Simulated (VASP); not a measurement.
Here is a VASP 6.6.1 calculation.

INCAR

```
PREC     = Accurate       # precision mode
ENCUT    = 520            # plane-wave cutoff, eV
EDIFF    = 1E-6           # SCF threshold, eV
ISMEAR   = -1             # smearing method
SIGMA    = 0.03           # smearing width, eV
LREAL    = False          # projectors in reciprocal space
LASPH    = True           # aspherical terms in the spheres
NELM     = 100            # most SCF steps
ALGO     = Normal         # electronic algorithm
ISIF     = 2              # what is computed and relaxed
LWAVE    = False          # write WAVECAR
LCHARG   = False          # write CHGCAR
GGA      = CA             # functional
NBANDS   = 15             # bands
```

KPOINTS

```
Automatic mesh
0
Gamma
  9 9 9
```

File POSCAR:

```
CaSe
1.0
    0.0000000000      3.0158198696      2.8811309620
    3.0158198696      0.0000000000      2.8811309620
    3.0158198696      3.0158198696      0.0000000000
Ca Se
1 1
Direct
    0.0000000000      0.0000000000      0.0000000000
    0.5000000000      0.5000000000      0.5000000000
```

Potentials or basis: VASP PAW LDA potentials, release 64 (Ca_sv, Se).

The run is started by

```bash
$ cat potpaw_LDA.64/Ca_sv/POTCAR potpaw_LDA.64/Se/POTCAR > POTCAR
$ mpirun -np 1 vasp_std > vasp.out
```

(1) Estimate the band gap on the k mesh.

(2) Estimate the pressure.

Answers

(1) 1.90 eV (least direct gap 2.76 eV).

(2) -3.3 GPa.

Caveat: the cell stands under tension.
